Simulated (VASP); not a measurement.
**Al16O: single point with PBE**

Al16O, a slab with vacuum:

```xyz
17
Lattice="5.7135 0.0000 0.0000 0.0000 8.0801 0.0000 0.0000 0.0000 19.7433" Properties=species:S:1:pos:R:3 pbc="T T T"
Al    1.4284    2.0200    4.0000
Al    1.4284    6.0601    4.0000
Al    4.2851    2.0200    4.0000
Al    4.2851    6.0601    4.0000
Al    0.0000    0.0000    5.4284
Al    0.0000    4.0401    5.4284
Al    2.8568    0.0000    5.4284
Al    2.8568    4.0401    5.4284
Al    1.4284    2.0200    6.9012
Al    1.4284    6.0601    6.9012
Al    4.2851    2.0200    6.9012
Al    4.2851    6.0601    6.9012
Al    0.0000    0.0000    8.2433
Al    0.0000    4.0401    8.2433
Al    2.8568    0.0000    8.2433
Al    2.8568    4.0401    8.2433
O     0.0000    0.0000    9.9052
```

```
Program             : VASP 6.6.1
Task                : single point
Functional          : PBE
Potentials or basis : VASP PAW PBE potentials, release 64 (Al, O)
Cutoff              : 520 eV
k mesh              : 5 × 4 × 1
Occupations         : gaussian, width 0.1 eV
Spin                : no spin polarisation
```

| Property | Result |
| --- | --- |
| Largest force | 0.283 eV/Å |
| Band gap on the k mesh | zero (bands 27 and 28 overlap by 0.67 eV) |

Forces in eV/Å, atoms in the order of the input:
```
Al  -0.040  0.042  0.228
Al  -0.040 -0.042  0.228
Al   0.040  0.042  0.228
Al   0.040 -0.042  0.228
Al   0.000  0.000 -0.177
Al   0.000  0.000 -0.249
Al   0.000  0.000 -0.283
Al   0.000  0.000 -0.217
Al   0.048 -0.024 -0.099
Al   0.048  0.024 -0.099
Al  -0.048 -0.024 -0.099
Al  -0.048  0.024 -0.099
Al   0.000  0.000 -0.018
Al   0.000  0.000  0.092
Al   0.000  0.000  0.229
Al   0.000  0.000  0.040
O    0.000  0.000  0.070
```

Levels at points of the mesh, in eV from the Fermi level:
| k point | band 23 | band 24 | band 25 | band 26 | band 27 | band 28 | band 29 | band 30 | band 31 | band 32 |
| --- | --- | --- | --- | --- | --- | --- | --- | --- | --- | --- |
| (0.00, 0.00, 0.00) | -0.98 | -0.91 | -0.86 | -0.74 | -0.49 | -0.45 | 0.24 | 0.37 | 0.51 | 1.46 |
| (0.00, 0.50, 0.00) | -1.04 | -0.89 | -0.82 | -0.81 | -0.72 | -0.43 | 0.29 | 0.39 | 0.79 | 1.32 |

It took 18 min on 1 thread of Intel(R) Xeon(R) Platinum 8259CL CPU @ 2.50GHz (Skylake/Cascade Lake), on a shared host, peak memory 0.82 GiB.
